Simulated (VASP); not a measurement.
Set up this calculation in VASP 6.6.1, as the native input.

| Item | Value |
| --- | --- |
| Task | single point |
| Functional | PBEsol |
| Potentials or basis | VASP PAW PBE potentials, release 64 (Li_sv, Mg, B, N) |
| Cutoff | 520 eV |
| k mesh | 8 × 8 × 8 |
| Occupations | gaussian, width 0.05 eV |
| Spin | no spin polarisation |
| Dipole correction | no |
| Further INCAR settings | ALGO = Normal; EDIFF = 1e-07; NBANDS = 17 |

The structure of LiMgBN2 lies in POSCAR:

```
LiMgBN2
1.0
   -1.9736399479      1.9736399479      4.6213281660
    1.9736399479     -1.9736399479      4.6213281660
    1.9736399479      1.9736399479     -4.6213281660
Li Mg B N
1 1 1 2
Direct
    0.2500000000      0.7500000000      0.5000000000
    0.7500000000      0.2500000000      0.5000000000
    0.5000000000      0.5000000000      0.0000000000
    0.6608378126      0.6608378126      0.0000000000
    0.3391621874      0.3391621874      0.0000000000
```

This cell differs from its parent crystal: atoms shifted along a free coordinate.

One way to write it, as run:

INCAR

```
SYSTEM = LiMgBN2
PREC = Accurate
ENCUT = 520
EDIFF = 1E-7
ISMEAR = 0
SIGMA = 0.05
LREAL = .False.
LASPH = .True.
NELM = 60
ALGO = Normal
ISIF = 2
LWAVE = .False.
LCHARG = .False.
GGA = PS
NBANDS = 17
```

KPOINTS

```
Automatic mesh
0
Gamma
  8 8 8
  0 0 0
```

Potentials or basis: VASP PAW PBE potentials, release 64 (Li_sv, Mg, B, N).

Run with:

```sh
$ cat potpaw_PBE.64/Li_sv/POTCAR potpaw_PBE.64/Mg/POTCAR potpaw_PBE.64/B/POTCAR potpaw_PBE.64/N/POTCAR > POTCAR
$ mpirun -np 1 vasp_std > vasp.out
```

Results of the run:

```json
{"Largest force": "4.690 eV/Å", "Band gap on the k mesh": "2.05 eV (least direct gap 3.27 eV)"}
```

Caveat: the cell differs from its parent crystal (atoms shifted along a free coordinate); the PAW data sets were made with another functional, which shifts forces and pressure a little.

Wall time 3 min on 1 thread of Intel Xeon 8259CL (shared host), peak memory 0.3 GiB.
